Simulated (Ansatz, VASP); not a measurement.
Two plane-wave programs on LiYP

Contents of INCAR:

```
SYSTEM = LiYP
PREC = Accurate
ENCUT = 600
EDIFF = 1E-6
ISMEAR = 0
SIGMA = 0.1
LREAL = .FALSE.
LASPH = .TRUE.
NELM = 100
ALGO = Normal
ISIF = 3
LWAVE = .FALSE.
LCHARG = .FALSE.
GGA = PE
IBRION = 2
NSW = 100
EDIFFG = -0.01
```

Contents of KPOINTS:

```
Automatic mesh
0
G
  12 12 10
  0 0 0
```

File POSCAR:

```
LiYP
1.0
    4.2673329204      0.0000000000      0.0000000000
   -2.1336664602      3.6956187154      0.0000000000
    0.0000000000      0.0000000000      5.2810296757
Li Y P
1 1 1
Direct
    0.3333333333      0.6666666667      0.5000000000
    0.6666666667      0.3333333333      0.0000000000
    0.6666666667      0.3333333333      0.5000000000
```

Input for Ansatz:

```yaml
crystal:
  lattice:
    - [4.2673329204, 0.0, 0.0]
    - [-2.1336664602, 3.6956187154, 0.0]
    - [0.0, 0.0, 5.2810296757]
  atoms:
    - { symbol: Li, position: [0.3333333333, 0.6666666667, 0.5] }
    - { symbol: "Y", position: [0.6666666667, 0.3333333333, 0.0] }
    - { symbol: P, position: [0.6666666667, 0.3333333333, 0.5] }
basis:
  ecutwfc: 420
kpoints:
  mp_grid: { grid: [12, 12, 10] }
hamiltonian:
  xc: pbe
scf:
  occupations: { method: gaussian, width: 0.1 }
output:
  forces: true
  stress: true
  eigenvalues: true
relax:
  adjacent_minimum: "off"
  f_tol: 0.01
  max_steps: 80
  cell: { stress_tol: 0.05 }
```

Alike in both runs: task relaxation of cell and atoms; functional PBE; k mesh 12 × 12 × 10; occupations gaussian, width 0.1 eV; no spin polarisation.

|  | VASP | Ansatz |
| --- | --- | --- |
| version | VASP 6.6.1 | Ansatz 0.2.0 |
| potentials or method | VASP PAW PBE potentials, release 64 (Li_sv, Y_sv, P), cutoff 600 eV | scalar-relativistic, plane waves, PAW |
| valence electrons in the cell | 19 | 19 |

VASP gave:

- gap on the k mesh at the Fermi level, each at its own relaxed structure (eV): none
- relaxed volume (Å³/atom): 27.77
- relaxed cell length with the largest relative difference (Å): 4.271

**Question.** Estimate Ansatz's values.

**Answer.** gap on the k mesh at the Fermi level, each at its own relaxed structure (eV): none; relaxed volume (Å³/atom): 27.85; relaxed cell length with the largest relative difference (Å): 4.277.

A gap of «none» marks a metal or a gap that the smearing closes.

Noted on VASP's run: the cutoff is short for stress, so the pressure is rough.
